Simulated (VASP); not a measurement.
# Ag (Fm-3m) in VASP: further runs

Ag is run at these levels: PBE; tasks: single point, relaxation of cell and atoms.

Everything below comes from runs of VASP 6.6.1. Logs are shortened: lines on timing, memory, paths and dates and some standing lists are left out, and cuts for length are marked.

### Step 1. The cell of the first run

Symmetry: Fm-3m, No. 225, cubic system. Conventional cell: a = 4.148 Å, b = 4.148 Å, c = 4.148 Å, α = 90.00°, β = 90.00°, γ = 90.00°. Ag (site symmetry m-3m) has 12 Ag at 2.93 Å within 3.9 Å.

### Step 2. Single point, PBE

Contents of INCAR:

```
PREC = Accurate ; ENCUT = 520
EDIFF = 1E-7 ; ISMEAR = -1
SIGMA = 0.1 ; LREAL = F
LASPH = T ; NELM = 80
ALGO = Normal ; ISIF = 2
LWAVE = F ; LCHARG = F
GGA = PE ; NBANDS = 12
```

Contents of KPOINTS:

```
Automatic mesh
0
Gamma
  16 16 16
```

Contents of POSCAR:

```
Ag
1.0
    0.0000000000      2.0741351598      2.0741351598
    2.0741351598      0.0000000000      2.0741351598
    2.0741351598      2.0741351598      0.0000000000
Ag
1
Direct
    0.0000000000      0.0000000000      0.0000000000
```

Potentials or basis: VASP PAW PBE potentials, release 64 (Ag).

The run is started by

```
> cat potpaw_PBE.64/Ag/POTCAR > POTCAR
> mpirun -np 1 vasp_std > vasp.out
```

OUTCAR:

```text
PREC = Accurate
   ENCUT = 520
   EDIFF = 1E-7
   ISMEAR = -1
   LREAL = F
   LASPH = T
   NELM = 80
   ISIF = 2
   GGA = PE

 ion  position               nearest neighbor table
   1  0.000  0.000  0.000-

  LATTYP: Found a face centered cubic cell.
 ALAT       =     4.1482703196

  Lattice vectors:

 A1 = (   0.0000000000,   2.0741351598,   2.0741351598)
 A2 = (   2.0741351598,   0.0000000000,   2.0741351598)
 A3 = (   2.0741351598,   2.0741351598,   0.0000000000)

Analysis of symmetry for initial positions (statically):
=====================================================================
 Subroutine PRICEL returns:
 Original cell was already a primitive cell.

 Routine SETGRP: Setting up the symmetry group for a
 face centered cubic supercell.

 Subroutine GETGRP returns: Found 48 space group operations
 (whereof 48 operations were pure point group operations)
 out of a pool of 48 trial point group operations.

The static configuration has the point symmetry O_h .

Analysis of symmetry for dynamics (positions and initial velocities):
=====================================================================
 Subroutine PRICEL returns:
 Original cell was already a primitive cell.

 Routine SETGRP: Setting up the symmetry group for a
 face centered cubic supercell.

 Subroutine GETGRP returns: Found 48 space group operations
 (whereof 48 operations were pure point group operations)
 out of a pool of 48 trial point group operations.

The dynamic configuration has the point symmetry O_h .

 Subroutine INISYM returns: Found 48 space group operations
 (whereof 48 operations are pure point group operations),
 and found     1 'primitive' translations

----------------------------------------------------------------------------------------

                                     Primitive cell

  volume of cell :      17.8460

  direct lattice vectors                    reciprocal lattice vectors
     0.000000000  2.074135160  2.074135160    -0.241064329  0.241064329  0.241064329
     2.074135160  0.000000000  2.074135160     0.241064329 -0.241064329  0.241064329
     2.074135160  2.074135160  0.000000000     0.241064329  0.241064329 -0.241064329

  length of vectors
     2.933270073  2.933270073  2.933270073     0.417535665  0.417535665  0.417535665

  position of ions in fractional coordinates (direct lattice)
     0.000000000  0.000000000  0.000000000

  ion indices of the primitive-cell ions
   primitive index   ion index
                 1           1

----------------------------------------------------------------------------------------

 KPOINTS: Automatic mesh

Automatic generation of k-mesh.
 Grid dimensions read from file:
 generate k-points for:   16   16   16

 Generating k-lattice:

  Cartesian coordinates                     Fractional coordinates (reciprocal lattice)
    -0.015066521  0.015066521  0.015066521     0.062500000  0.000000000  0.000000000
     0.015066521 -0.015066521  0.015066521     0.000000000  0.062500000  0.000000000
     0.015066521  0.015066521 -0.015066521     0.000000000  0.000000000  0.062500000

  Length of vectors
     0.026095979  0.026095979  0.026095979

  Shift w.r.t. Gamma in fractional coordinates (k-lattice)
     0.000000000  0.000000000  0.000000000

 Subroutine IBZKPT returns following result:
 ===========================================

 Found    145 irreducible k-points:

 Following reciprocal coordinates:
            Coordinates               Weight
  0.000000  0.000000  0.000000      1.000000
  0.062500  0.000000  0.000000      8.000000
  0.125000  0.000000  0.000000      8.000000
  0.187500  0.000000  0.000000      8.000000
  0.250000  0.000000  0.000000      8.000000
  0.312500  0.000000  0.000000      8.000000
[... 16 lines left out ...]
 -0.125000  0.062500  0.000000     24.000000
 -0.062500  0.062500  0.000000     12.000000
 [... further k-points ...]
   k-points           NKPTS =    145   k-points in BZ     NKDIM =    145   number of bands    NBANDS=     12
   number of dos      NEDOS =    301   number of ions     NIONS =      1
   total plane-waves  NPLWV =  13824
   dimension x,y,z NGX =    24 NGY =   24 NGZ =   24
   dimension x,y,z NGXF=    48 NGYF=   48 NGZF=   48
   ions per type =               1
   NGX,Y,Z   is equivalent  to a cutoff of  13.60, 13.60, 13.60 a.u.
   NGXF,Y,Z  is equivalent  to a cutoff of  27.20, 27.20, 27.20 a.u.
 SYSTEM =  unknown system
   PREC   = accura    normal or accurate (medium, high low for compatibility)
   ISTART =      0    job   : 0-new  1-cont  2-samecut
   ICHARG =      2    charge: 1-file 2-atom 10-const
   ISPIN  =      1    spin polarized calculation?
   LNONCOLLINEAR =      F non collinear calculations
   LSORBIT =      F    spin-orbit coupling
   LASPH  =      T    aspherical Exc in radial PAW
   ENCUT  =  520.0 eV  38.22 Ry    6.18 a.u.   5.45  5.45  5.45*2*pi/ulx,y,z
   NELM   =     80;   NELMIN=  2; NELMDL= -5     # of ELM steps
   EDIFF  = 0.1E-06   stopping-criterion for ELM
   LREAL  =      F    real-space projection
   EDIFFG = 0.1E-05   stopping-criterion for IOM
   NSW    =      0    number of steps for IOM
   IBRION =     -1    ionic relax: 0-MD 1-quasi-New 2-CG
   NFREE  =      0    steps in history (QN), initial steepest desc. (CG)
   ISIF   =      2    stress and relaxation
   ISYM   =      2    0-nonsym 1-usesym 2-fastsym
   POTIM  = 0.5000    time-step for ionic-motion
   TEBEG  =    0.0;   TEEND  =   0.0 temperature during run
   PSTRESS=    0.0 pullay stress
   NELECT =      11.0000    total number of electrons
   NUPDOWN=      -1.0000    fix difference up-down
   EMIN   =  10.00;   EMAX   =-10.00  energy-range for DOS
   EFERMI =   0.00;   METHOD = LEGACY
   ISMEAR =    -1;   SIGMA  =   0.10  broadening in eV -4-tet -1-fermi 0-gaus
   EFERMI_NEDOS =   21; number of points for ismear=-14 and -15
   IALGO  =     38    algorithm
   IMIX   =      4    mixing-type and parameters
     AMIX     =   0.40;   BMIX     =  1.00
     AMIX_MAG =   1.60;   BMIX_MAG =  1.00
  volume/ion in A,a.u.               =      17.85       120.43
  Fermi-wavevector in a.u.,A,eV,Ry     =   1.393238  2.632838 26.410437  1.941112
  Thomas-Fermi vector in A             =   2.516904
   LORBIT       =      0    0 simple, 1 ext, 2 COOP (PROOUT), +10 PAW based schemes
   GGA     = PE    functional components
   LHFCALC =     F    Hartree Fock is set to
   AEXX    =    0.0000 exact exchange contribution
   IVDW    =     0    specifies the selected vdW correction
   LEPSILON=     F    determine dielectric tensor
   LRPA    =     F    only Hartree local field effects (RPA)
 non-spin polarized calculation
  energy-cutoff  :      520.00
  volume of cell :       17.85
 maximum number of plane-waves:       531
 NGX is ok and might be reduce to    24
   NGX = 11   NGY = 11   NGZ = 11

 number of electron      11.0000000 magnetization

 Free energy of the ion-electron system (eV)
  ---------------------------------------------------
  ext. energy  EPLUGINS =         0.00000000
  ---------------------------------------------------
  free energy    TOTEN  =        -2.72345058 eV

  energy without entropy =       -2.71493037  energy(sigma->0) =       -2.71919048

 E-fermi :   7.7882     XC(G=0): -11.9394

 val. band max:        7.7683221337   @ k =   0.5000   0.1875   0.0625
 cond. band min:       7.8604083599   @ k =   0.4375   0.3750   0.0000
 fundamental gap:      0.0920862262
 Fermi energy:         7.7881612873

 k-point     1 :       0.0000    0.0000    0.0000
  band No.  band energies     occupation
      1       0.3736      2.00000
      2       3.1663      2.00000
      3       3.1663      2.00000
      4       3.1663      2.00000
      5       4.1195      2.00000
      6       4.1195      2.00000
      7      23.7307      0.00000
      8      27.0391      0.00000
      9      27.0391      0.00000
     10      27.0391      0.00000
     11      31.7377      0.00000
     12      32.5963      0.00000

 k-point     2 :       0.0625    0.0000    0.0000
  band No.  band energies     occupation
      1       0.4914      2.00000
      2       3.1409      2.00000
      3       3.1978      2.00000
      4       3.1978      2.00000
      5       4.1079      2.00000
      6       4.1079      2.00000
      7      23.7296      0.00000
      8      26.0191      0.00000
      9      27.0701      0.00000
     10      27.0701      0.00000
     11      31.6652      0.00000
     12      32.4849      0.00000

 k-point     3 :       0.1250    0.0000    0.0000
  band No.  band energies     occupation
      1       0.8278      2.00000
      2       3.0879      2.00000
      3       3.2759      2.00000
      4       3.2759      2.00000
      5       4.0889      2.00000
      6       4.0889      2.00000
      7      23.0732      0.00000
      8      24.7190      0.00000
      9      27.1286      0.00000
     10      27.1286      0.00000
     11      30.7214      0.00000
     12      32.0583      0.00000

 k-point     4 :       0.1875    0.0000    0.0000
  band No.  band energies     occupation
      1       1.3055      2.00000
      2       3.1014      2.00000
      3       3.3479      2.00000
      4       3.3479      2.00000
      5       4.1137      2.00000
      6       4.1137      2.00000
      7      20.9881      0.00000
      8      24.5094      0.00000
      9      27.1123      0.00000
     10      27.1123      0.00000
     11      30.1115      0.00000
     12      31.3240      0.00000

 k-point     5 :       0.2500    0.0000    0.0000
  band No.  band energies     occupation
      1       1.7005      2.00000
      2       3.3525      2.00000
      3       3.3525      2.00000
      4       3.4236      2.00000
      5       4.2369      2.00000
      6       4.2369      2.00000
      7      18.6116      0.00000
      8      24.2529      0.00000
      9      26.8785      0.00000
     10      26.8785      0.00000
     11      30.2272      0.00000
     12      30.6249      0.00000

 k-point     6 :       0.3125    0.0000    0.0000
  band No.  band energies     occupation
      1       1.8119      2.00000
      2       3.2952      2.00000
      3       3.2952      2.00000
      4       4.2644      2.00000
      5       4.4376      2.00000
      6       4.4376      2.00000
      7      16.2533      0.00000
      8      23.8095      0.00000
      9      26.3860      0.00000
     10      26.3860      0.00000
     11      30.2203      0.00000
     12      30.2203      0.00000

 k-point     7 :       0.3750    0.0000    0.0000
  band No.  band energies     occupation
      1       1.7730      2.00000
      2       3.2224      2.00000
      3       3.2224      2.00000
      4       4.6456      2.00000
      5       4.6456      2.00000
      6       5.4697      2.00000
      7      14.0313      0.00000
      8      23.3684      0.00000
      9      25.8097      0.00000
     10      25.8097      0.00000
     11      30.0677      0.00000
     12      30.0677      0.00000

 k-point     8 :       0.4375    0.0000    0.0000
  band No.  band energies     occupation
      1       1.7172      2.00000
      2       3.1676      2.00000
      3       3.1676      2.00000
      4       4.7982      2.00000
      5       4.7982      2.00000
      6       6.7830      1.99991
      7      12.1216      0.00000
      8      23.0650      0.00000
      9      25.3739      0.00000
     10      25.3739      0.00000
     11      30.0292      0.00000
     12      30.0292      0.00000
[... 166 lines left out ...]
 k-point    20 :      -0.3125    0.0625    0.0000
  band No.  band energies     occupation
      1       1.8824      2.00000
      2       3.2476      2.00000
      3       3.3108      2.00000
      4       4.1162      2.00000
      5       4.3809      2.00000
      6       5.1908      2.00000
      7      15.5679      0.00000
      8      23.1734      0.00000
      9      25.0141      0.00000
     10      27.0795      0.00000
     11      29.8705      0.00000
     12      29.9283      0.00000

 k-point    21 :      -0.2500    0.0625    0.0000
  band No.  band energies     occupation
      1       1.8555      2.00000
      2       3.2749      2.00000
      3       3.3831      2.00000
      4       3.5333      2.00000
      5       4.1492      2.00000
      6       4.6162      2.00000
      7      17.8959      0.00000
      8      23.4767      0.00000
      9      25.6710      0.00000
     10      28.2497      0.00000
     11      29.2480      0.00000
     12      29.7545      0.00000

 k-point    22 :      -0.1875    0.0625    0.0000
  band No.  band energies     occupation
      1       1.5578      2.00000
      2       3.0491      2.00000
      3       3.4026      2.00000
      4       3.4065      2.00000
      5       4.0001      2.00000
      6       4.3295      2.00000
      7      20.2855      0.00000
      8      23.7683      0.00000
      9      26.2058      0.00000
     10      28.5818      0.00000
     11      28.9460      0.00000
     12      30.5510      0.00000

 k-point    23 :      -0.1250    0.0625    0.0000
  band No.  band energies     occupation
      1       1.0762      2.00000
      2       3.0194      2.00000
      3       3.3317      2.00000
      4       3.3570      2.00000
      5       3.9879      2.00000
      6       4.1903      2.00000
      7      22.5561      0.00000
      8      24.0360      0.00000
      9      26.2879      0.00000
     10      28.1625      0.00000
     11      29.6005      0.00000
     12      31.9638      0.00000

 k-point    24 :      -0.0625    0.0625    0.0000
  band No.  band energies     occupation
      1       0.6830      2.00000
      2       3.0879      2.00000
      3       3.2408      2.00000
      4       3.2676      2.00000
      5       4.0472      2.00000
      6       4.1390      2.00000
      7      23.6581      0.00000
      8      25.0508      0.00000
      9      26.4015      0.00000
     10      27.6087      0.00000
     11      30.8233      0.00000
     12      32.5470      0.00000

 [... further k-points ...]
[... 5 lines left out ...]
  --------------------------------------------------------------------------------------
  -------------------------------------------------------------------------------------
  Total       -0.0123880     -0.0123880     -0.0123880     -0.0000000      0.0000000      0.0000000
  in kB       -1.1121724     -1.1121724     -1.1121724     -0.0000000      0.0000000      0.0000000
  external PRESSURE =      -1.1121724 kB  Pullay stress =       0.0000000 kB

 VOLUME and BASIS-vectors are now :
 -----------------------------------------------------------------------------
  energy-cutoff  :      520.00
  volume of cell :       17.85
      direct lattice vectors                 reciprocal lattice vectors
     0.000000000  2.074135160  2.074135160    -0.241064329  0.241064329  0.241064329
     2.074135160  0.000000000  2.074135160     0.241064329 -0.241064329  0.241064329
     2.074135160  2.074135160  0.000000000     0.241064329  0.241064329 -0.241064329

 POSITION                                       TOTAL-FORCE (eV/Angst)
 -----------------------------------------------------------------------------------
      0.00000      0.00000      0.00000         0.000000      0.000000      0.000000
 -----------------------------------------------------------------------------------
    total drift:                               -0.000000      0.000000     -0.000000

  FREE ENERGIE OF THE ION-ELECTRON SYSTEM (eV)
  ---------------------------------------------------
  free  energy   TOTEN  =        -2.7234505816 eV

  energy  without entropy=       -2.7149303744  energy(sigma->0) =       -2.71919048
```

It took 18 s on 1 thread of Intel Xeon 6975P-C, shared host; peak memory 0.16 GiB.

What came out:

```yaml
Free_energy: -2.7235 eV
Pressure: -0.1 GPa
```

Levels at points of the mesh, in eV from the Fermi level:
```
           k point  band 4  band 5  band 6  band 7  band 8  band 9
(0.00, 0.00, 0.00)   -4.62   -3.67   -3.67   15.94   19.25   19.25
(0.50, 0.00, 0.00)   -2.93   -2.93   -0.25    3.38   15.17   17.43
(0.50, 0.50, 0.00)   -2.74   -2.74    1.67    6.42   10.46   10.46
```

### Step 3. Relaxation of cell and atoms, PBE

Contents of INCAR:

```
SYSTEM = Ag
PREC = Accurate
ENCUT = 600
EDIFF = 1E-6
ISMEAR = -1
SIGMA = 0.1
LREAL = .FALSE.
LASPH = .TRUE.
NELM = 80
ALGO = Normal
ISIF = 3
LWAVE = .FALSE.
LCHARG = .FALSE.
GGA = PE
IBRION = 2
NSW = 60
EDIFFG = -0.005
```

Contents of KPOINTS:

```
Automatic mesh
0
G
  16 16 16
  0 0 0
```

Contents of POSCAR:

```
Ag
1.0
    0.0000000000      2.0734371548      2.0734371548
    2.0734371548      0.0000000000      2.0734371548
    2.0734371548      2.0734371548      0.0000000000
Ag
1
Direct
    0.0000000000      0.0000000000      0.0000000000
```

Potentials or basis: VASP PAW PBE potentials, release 64 (Ag).

The run is started by

```
> cat potpaw_PBE.64/Ag/POTCAR > POTCAR
> mpirun -np 1 vasp_std > vasp.out
```

It took 13 s on 1 thread of Intel Xeon 6975P-C, shared host; peak memory 0.16 GiB.

The run converged. Its results:

```yaml
Free_energy: -2.7232 eV
Pressure_after_relaxing: 0.0 GPa
```

Final structure:
```yaml
crystal:
  lattice:
    - [0.00000, 2.07344, 2.07344]
    - [2.07344, 0.00000, 2.07344]
    - [2.07344, 2.07344, 0.00000]
  atoms:
    - { symbol: Ag, position: [0.00000, 0.00000, 0.00000] }
```

Levels at points of the mesh, in eV from the Fermi level:
```tsv
k point	band 2	band 3	band 4	band 5	band 6	band 7	band 8	band 9
(0.00, 0.00, 0.00)	-4.63	-4.63	-4.63	-3.67	-3.67	15.95	19.26	19.26
(0.50, 0.00, 0.00)	-4.64	-4.64	-2.93	-2.93	-0.25	3.39	15.17	17.44
(0.50, 0.50, 0.00)	-6.01	-2.97	-2.74	-2.74	1.67	6.43	10.46	10.46
```

Caveat: the relaxation stopped at its first step, so nothing moved.
